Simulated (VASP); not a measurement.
# Ir (Fm-3m) in VASP: further runs

Ir is run at these levels: PBEsol; tasks: single point, relaxation of cell and atoms.

Program: VASP 6.6.1. These are calculated values, not measurements. Logs are shortened: lines on timing, memory, paths and dates and some standing lists are left out, and cuts for length are marked.

## Step 1: The cell of the first run

Symmetry: Fm-3m, No. 225, cubic system. Conventional cell: a = 3.830 Å, b = 3.830 Å, c = 3.830 Å, α = 90.00°, β = 90.00°, γ = 90.00°. Ir (site symmetry m-3m) has 12 Ir at 2.71 Å within 3.6 Å.

## Step 2: Single point, PBEsol

File INCAR:

```
SYSTEM = Ir
PREC = Accurate
ENCUT = 500
EDIFF = 1E-6
ISMEAR = 1
SIGMA = 0.05
LREAL = .False.
LASPH = .True.
NELM = 120
ALGO = Normal
ISIF = 2
LWAVE = .False.
LCHARG = .False.
GGA = PS
NBANDS = 10
GGA_COMPAT = .False.
```

File KPOINTS:

```
regular mesh
0
Gamma
  10 10 10
  0 0 0
```

File POSCAR:

```
Ir
1.0
    0.0000000000      1.9151867016      1.9151867016
    1.9151867016      0.0000000000      1.9151867016
    1.9151867016      1.9151867016      0.0000000000
Ir
1
Direct
    0.0000000000      0.0000000000      0.0000000000
```

Potentials or basis: VASP PAW PBE potentials, release 64 (Ir).

Run with:

```sh
> cat potpaw_PBE.64/Ir/POTCAR > POTCAR
> mpirun -np 1 vasp_std > vasp.out
```

OUTCAR:

```text
SYSTEM = Ir
   PREC = Accurate
   ENCUT = 500
   EDIFF = 1E-6
   ISMEAR = 1
   LREAL = .False.
   LASPH = .True.
   NELM = 120
   ISIF = 2
   GGA = PS

 ion  position               nearest neighbor table
   1  0.000  0.000  0.000-

  LATTYP: Found a face centered cubic cell.
 ALAT       =     3.8303734032

  Lattice vectors:

 A1 = (   0.0000000000,   1.9151867016,   1.9151867016)
 A2 = (   1.9151867016,   0.0000000000,   1.9151867016)
 A3 = (   1.9151867016,   1.9151867016,   0.0000000000)

Analysis of symmetry for initial positions (statically):
=====================================================================
 Subroutine PRICEL returns:
 Original cell was already a primitive cell.

 Routine SETGRP: Setting up the symmetry group for a
 face centered cubic supercell.

 Subroutine GETGRP returns: Found 48 space group operations
 (whereof 48 operations were pure point group operations)
 out of a pool of 48 trial point group operations.

The static configuration has the point symmetry O_h .

Analysis of symmetry for dynamics (positions and initial velocities):
=====================================================================
 Subroutine PRICEL returns:
 Original cell was already a primitive cell.

 Routine SETGRP: Setting up the symmetry group for a
 face centered cubic supercell.

 Subroutine GETGRP returns: Found 48 space group operations
 (whereof 48 operations were pure point group operations)
 out of a pool of 48 trial point group operations.

The dynamic configuration has the point symmetry O_h .

 Subroutine INISYM returns: Found 48 space group operations
 (whereof 48 operations are pure point group operations),
 and found     1 'primitive' translations

----------------------------------------------------------------------------------------

                                     Primitive cell

  volume of cell :      14.0496

  direct lattice vectors                    reciprocal lattice vectors
     0.000000000  1.915186702  1.915186702    -0.261071153  0.261071153  0.261071153
     1.915186702  0.000000000  1.915186702     0.261071153 -0.261071153  0.261071153
     1.915186702  1.915186702  0.000000000     0.261071153  0.261071153 -0.261071153

  length of vectors
     2.708483008  2.708483008  2.708483008     0.452188501  0.452188501  0.452188501

  position of ions in fractional coordinates (direct lattice)
     0.000000000  0.000000000  0.000000000

  ion indices of the primitive-cell ions
   primitive index   ion index
                 1           1

----------------------------------------------------------------------------------------

 KPOINTS: regular mesh

Automatic generation of k-mesh.
 Grid dimensions read from file:
 generate k-points for:   10   10   10

 Generating k-lattice:

  Cartesian coordinates                     Fractional coordinates (reciprocal lattice)
    -0.026107115  0.026107115  0.026107115     0.100000000  0.000000000  0.000000000
     0.026107115 -0.026107115  0.026107115     0.000000000  0.100000000  0.000000000
     0.026107115  0.026107115 -0.026107115     0.000000000  0.000000000  0.100000000

  Length of vectors
     0.045218850  0.045218850  0.045218850

  Shift w.r.t. Gamma in fractional coordinates (k-lattice)
     0.000000000  0.000000000  0.000000000

 Subroutine IBZKPT returns following result:
 ===========================================

 Found     47 irreducible k-points:

 Following reciprocal coordinates:
            Coordinates               Weight
  0.000000  0.000000  0.000000      1.000000
  0.100000  0.000000  0.000000      8.000000
  0.200000  0.000000  0.000000      8.000000
  0.300000  0.000000  0.000000      8.000000
  0.400000  0.000000  0.000000      8.000000
  0.500000  0.000000  0.000000      4.000000
[... 16 lines left out ...]
  0.300000  0.300000  0.000000      6.000000
  0.400000  0.300000  0.000000     24.000000
 [... further k-points ...]
   k-points           NKPTS =     47   k-points in BZ     NKDIM =     47   number of bands    NBANDS=     10
   number of dos      NEDOS =    301   number of ions     NIONS =      1
   total plane-waves  NPLWV =   8000
   dimension x,y,z NGX =    20 NGY =   20 NGZ =   20
   dimension x,y,z NGXF=    40 NGYF=   40 NGZF=   40
   ions per type =               1
   NGX,Y,Z   is equivalent  to a cutoff of  12.28, 12.28, 12.28 a.u.
   NGXF,Y,Z  is equivalent  to a cutoff of  24.55, 24.55, 24.55 a.u.
 SYSTEM =  Ir
   PREC   = accura    normal or accurate (medium, high low for compatibility)
   ISTART =      0    job   : 0-new  1-cont  2-samecut
   ICHARG =      2    charge: 1-file 2-atom 10-const
   ISPIN  =      1    spin polarized calculation?
   LNONCOLLINEAR =      F non collinear calculations
   LSORBIT =      F    spin-orbit coupling
   LASPH  =      T    aspherical Exc in radial PAW
   ENCUT  =  500.0 eV  36.75 Ry    6.06 a.u.   4.94  4.94  4.94*2*pi/ulx,y,z
   NELM   =    120;   NELMIN=  2; NELMDL= -5     # of ELM steps
   EDIFF  = 0.1E-05   stopping-criterion for ELM
   LREAL  =      F    real-space projection
   EDIFFG = 0.1E-04   stopping-criterion for IOM
   NSW    =      0    number of steps for IOM
   IBRION =     -1    ionic relax: 0-MD 1-quasi-New 2-CG
   NFREE  =      0    steps in history (QN), initial steepest desc. (CG)
   ISIF   =      2    stress and relaxation
   ISYM   =      2    0-nonsym 1-usesym 2-fastsym
   POTIM  = 0.5000    time-step for ionic-motion
   TEBEG  =    0.0;   TEEND  =   0.0 temperature during run
   PSTRESS=    0.0 pullay stress
   NELECT =       9.0000    total number of electrons
   NUPDOWN=      -1.0000    fix difference up-down
   EMIN   =  10.00;   EMAX   =-10.00  energy-range for DOS
   EFERMI =   0.00;   METHOD = LEGACY
   ISMEAR =     1;   SIGMA  =   0.05  broadening in eV -4-tet -1-fermi 0-gaus
   EFERMI_NEDOS =   21; number of points for ismear=-14 and -15
   IALGO  =     38    algorithm
   IMIX   =      4    mixing-type and parameters
     AMIX     =   0.40;   BMIX     =  1.00
     AMIX_MAG =   1.60;   BMIX_MAG =  1.00
  volume/ion in A,a.u.               =      14.05        94.81
  Fermi-wavevector in a.u.,A,eV,Ry     =   1.411241  2.666859 27.097383  1.991601
  Thomas-Fermi vector in A             =   2.533113
   LORBIT       =      0    0 simple, 1 ext, 2 COOP (PROOUT), +10 PAW based schemes
   GGA     = PS    functional components
   LHFCALC =     F    Hartree Fock is set to
   AEXX    =    0.0000 exact exchange contribution
   IVDW    =     0    specifies the selected vdW correction
   LEPSILON=     F    determine dielectric tensor
   LRPA    =     F    only Hartree local field effects (RPA)
 non-spin polarized calculation
 Methfessel and Paxton  Order N= 1 SIGMA  =   0.05
  energy-cutoff  :      500.00
  volume of cell :       14.05
 maximum number of plane-waves:       368
   NGX =  9   NGY =  9   NGZ =  9

 number of electron       9.0000000 magnetization

 Free energy of the ion-electron system (eV)
  ---------------------------------------------------
  ext. energy  EPLUGINS =         0.00000000
  ---------------------------------------------------
  free energy    TOTEN  =        -9.82286437 eV

  energy without entropy =       -9.82244229  energy(sigma->0) =       -9.82272367

 E-fermi :  10.4374     XC(G=0): -14.1421

 val. band max:       10.4251649980   @ k =  -0.3000   0.3000   0.1000
 cond. band min:      10.4617672665   @ k =  -0.4000   0.5000   0.1000
 fundamental gap:      0.0366022685
 Fermi energy:        10.4373753361

 k-point     1 :       0.0000    0.0000    0.0000
  band No.  band energies     occupation
      1      -0.8989      2.00000
      2       6.4196      2.00000
      3       6.4196      2.00000
      4       6.4196      2.00000
      5       9.1709      2.00000
      6       9.1709      2.00000
      7      24.6677      0.00000
      8      30.2900      0.00000
      9      30.2900      0.00000
     10      30.2900      0.00000

 k-point     2 :       0.1000    0.0000    0.0000
  band No.  band energies     occupation
      1      -0.4580      2.00000
      2       6.1956      2.00000
      3       6.6030      2.00000
      4       6.6030      2.00000
      5       9.0609      2.00000
      6       9.0609      2.00000
      7      25.4147      0.00000
      8      28.3797      0.00000
      9      31.0197      0.00000
     10      31.0197      0.00000

 k-point     3 :       0.2000    0.0000    0.0000
  band No.  band energies     occupation
      1       0.6887      2.00000
      2       5.8473      2.00000
      3       6.8851      2.00000
      4       6.8851      2.00000
      5       9.0735      2.00000
      6       9.0735      2.00000
      7      25.5185      0.00000
      8      27.0049      0.00000
      9      32.9833      0.00000
     10      32.9833      0.00000

 k-point     4 :       0.3000    0.0000    0.0000
  band No.  band energies     occupation
      1       1.8153      2.00000
      2       6.2953      2.00000
      3       6.7546      2.00000
      4       6.7546      2.00000
      5       9.7951      2.00000
      6       9.7951      2.00000
      7      22.6994      0.00000
      8      26.5157      0.00000
      9      33.9760      0.00000
     10      33.9760      0.00000
[... 222 lines left out ...]
 k-point    22 :      -0.2000    0.2000    0.0000
  band No.  band energies     occupation
      1       2.8102      2.00000
      2       5.1979      2.00000
      3       6.3873      2.00000
      4       7.8725      2.00000
      5       8.1466      2.00000
      6      11.6268      0.00000
      7      23.8915      0.00000
      8      27.1474      0.00000
      9      29.1109      0.00000
     10      31.3698      0.00000

 k-point    23 :       0.3000    0.3000    0.0000
  band No.  band energies     occupation
      1       2.6452      2.00000
      2       3.9175      2.00000
      3       7.5574      2.00000
      4       9.2654      2.00000
      5       9.2654      2.00000
      6      10.4709      0.10183
      7      26.8309      0.00000
      8      26.8309      0.00000
      9      28.0792      0.00000
     10      30.9165      0.00000

 k-point    24 :       0.4000    0.3000    0.0000
  band No.  band energies     occupation
      1       2.9494      2.00000
      2       3.6933      2.00000
      3       7.6563      2.00000
      4       9.4985      2.00000
      5      11.1621     -0.00000
      6      11.1782     -0.00000
      7      23.2294      0.00000
      8      25.4941      0.00000
      9      26.4687      0.00000
     10      31.4212      0.00000

 [... further k-points ...]

------------------------ aborting loop because EDIFF is reached ----------------------------------------

  FORCE on cell =-STRESS in cart. coord.  units (eV):
  Direction    XX          YY          ZZ          XY          YZ          ZX
  --------------------------------------------------------------------------------------
  -------------------------------------------------------------------------------------
  Total        0.0832918      0.0832918      0.0832918      0.0000000      0.0000000      0.0000000
  in kB        9.4983768      9.4983768      9.4983768      0.0000000      0.0000000      0.0000000
  external PRESSURE =       9.4983768 kB  Pullay stress =       0.0000000 kB

 VOLUME and BASIS-vectors are now :
 -----------------------------------------------------------------------------
  energy-cutoff  :      500.00
  volume of cell :       14.05
      direct lattice vectors                 reciprocal lattice vectors
     0.000000000  1.915186702  1.915186702    -0.261071153  0.261071153  0.261071153
     1.915186702  0.000000000  1.915186702     0.261071153 -0.261071153  0.261071153
     1.915186702  1.915186702  0.000000000     0.261071153  0.261071153 -0.261071153

 POSITION                                       TOTAL-FORCE (eV/Angst)
 -----------------------------------------------------------------------------------
      0.00000      0.00000      0.00000         0.000000     -0.000000     -0.000000
 -----------------------------------------------------------------------------------
    total drift:                               -0.000000     -0.000000     -0.000000

  FREE ENERGIE OF THE ION-ELECTRON SYSTEM (eV)
  ---------------------------------------------------
  free  energy   TOTEN  =        -9.8228643663 eV

  energy  without entropy=       -9.8224422907  energy(sigma->0) =       -9.82272367
```

It took 8.8 s on 1 thread of AMD EPYC 7R43 (Zen 3), shared host; peak memory 0.09 GiB.

Results:

| Property | Result |
| --- | --- |
| Free energy | -9.8229 eV |
| Pressure | 0.9 GPa |

Levels at points of the mesh, in eV from the Fermi level:
```
           k point  band 1  band 2  band 3  band 4  band 5  band 6  band 7  band 8  band 9
(0.00, 0.00, 0.00)  -11.34   -4.02   -4.02   -4.02   -1.27   -1.27   14.23   19.85   19.85
(0.50, 0.00, 0.00)   -8.29   -4.11   -4.11   -0.91    0.85    0.85    7.23   13.76   19.75
(0.50, 0.50, 0.00)   -8.09   -7.52    0.83    1.42    1.42    1.57   10.49   11.62   11.62
```

Caveat: the PAW data sets were made with another functional, which shifts forces and pressure a little; spin-orbit coupling is left out, which moves the levels of the heavy elements.

## Step 3: Relaxation of cell and atoms, PBEsol

File INCAR:

```
SYSTEM = Ir
ALGO = Normal ; EDIFF = 1E-7
EDIFFG = -0.01 ; ENCUT = 500
GGA = PS ; GGA_COMPAT = .False.
IBRION = 2 ; ISIF = 3
ISMEAR = 1 ; LASPH = .True.
LCHARG = .False. ; LREAL = .False.
LWAVE = .False. ; NELM = 120
NELMIN = 4 ; NSW = 50
PREC = Accurate ; SIGMA = 0.05
```

File KPOINTS:

```
k-points
0
Gamma
  10 10 10
  0 0 0
```

File POSCAR:

```
Ir
1.0
    0.0000000000      1.9156000000      1.9156000000
    1.9156000000      0.0000000000      1.9156000000
    1.9156000000      1.9156000000      0.0000000000
Ir
1
Direct
    0.0000000000      0.0000000000      0.0000000000
```

Potentials or basis: VASP PAW PBE potentials, release 64 (Ir).

Run with:

```sh
> cat potpaw_PBE.64/Ir/POTCAR > POTCAR
> mpirun -np 1 vasp_std > vasp.out
```

It took 18 s on 1 thread of AMD EPYC 7R43 (Zen 3), shared host; peak memory 0.1 GiB.

It converged, with:

```yaml
Free_energy: -9.8230 eV
Relaxed_volume: 14.08 Å³/atom
Relaxed_cell: a = 2.711 Å, b = 2.711 Å, c = 2.711 Å, α = 60.00°, β = 60.00°, γ = 60.00°
Space_group_after_relaxing_to_0.05_Å: Fm-3m (No. 225)
Energy_gained_by_relaxing: 0.1 meV/atom
Ionic_steps: 3
Pressure_after_relaxing: 0.0 GPa
```

Final structure:
```
Ir
1.0
     0.00000    1.91672    1.91672
     1.91672    0.00000    1.91672
     1.91672    1.91672    0.00000
Ir
1
Cartesian
  0.0000 0.0000 0.0000
```

Levels at points of the mesh, in eV from the Fermi level:
```csv
k point,band 1,band 2,band 3,band 4,band 5,band 6,band 7,band 8
"(0.00, 0.00, 0.00)",-11.31,-4.00,-4.00,-4.00,-1.26,-1.26,14.24,19.84
"(0.50, 0.00, 0.00)",-8.26,-4.10,-4.10,-0.90,0.84,0.84,7.20,13.77
"(0.50, 0.50, 0.00)",-8.06,-7.49,0.83,1.42,1.42,1.57,10.46,11.61
```

Caveat: the PAW data sets were made with another functional, which shifts forces and pressure a little; spin-orbit coupling is left out, which moves the levels of the heavy elements.
